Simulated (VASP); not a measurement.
Runs of VASP 6.6.1 on Mg. The structure is that of space group P6/mmm (No. 191), or close to it. The cells are those of the table. 

```csv
task,cell,cutoff (eV),k mesh for the DOS,occupations for the DOS,gap on the mesh (eV),pressure (GPa)
single point,"a = 5.103, b = 5.103, c = 3.099 Å, angles 90.0, 90.0, 120.0°, 3 atoms",520,-,-,none,-0.1
relaxation of shape and atoms at fixed volume,"relaxed from a = 3.910, b = 3.910, c = 2.375 Å, angles 90.0, 90.0, 120.0°, 3 atoms",600,-,-,none,129.4
relaxation of shape and atoms at fixed volume,"relaxed from a = 4.103, b = 4.103, c = 2.492 Å, angles 90.0, 90.0, 120.0°, 3 atoms",600,-,-,none,80.1
single point,"a = 4.508, b = 4.508, c = 2.700 Å, angles 90.0, 90.0, 120.0°, 3 atoms",520,-,-,none,27.9
single point,"a = 4.129, b = 4.129, c = 2.461 Å, angles 90.0, 90.0, 120.0°, 3 atoms",520,-,-,none,80.1
single point,"a = 4.828, b = 4.828, c = 2.908 Å, angles 90.0, 90.0, 120.0°, 3 atoms",520,-,-,none,(a)
single point,"a = 3.939, b = 3.939, c = 2.340 Å, angles 90.0, 90.0, 120.0°, 3 atoms",520,-,-,none,129.4
```

Alike in all rows: level PBE; potentials or basis VASP PAW PBE potentials, release 64 (Mg); no spin polarisation; k mesh 7 × 7 × 10; smearing fermi-dirac 0.08 eV.

Question: Estimate the missing entries.

Answer: (a) 8.2.

A gap of «none» marks levels without a gap at the run's occupations.
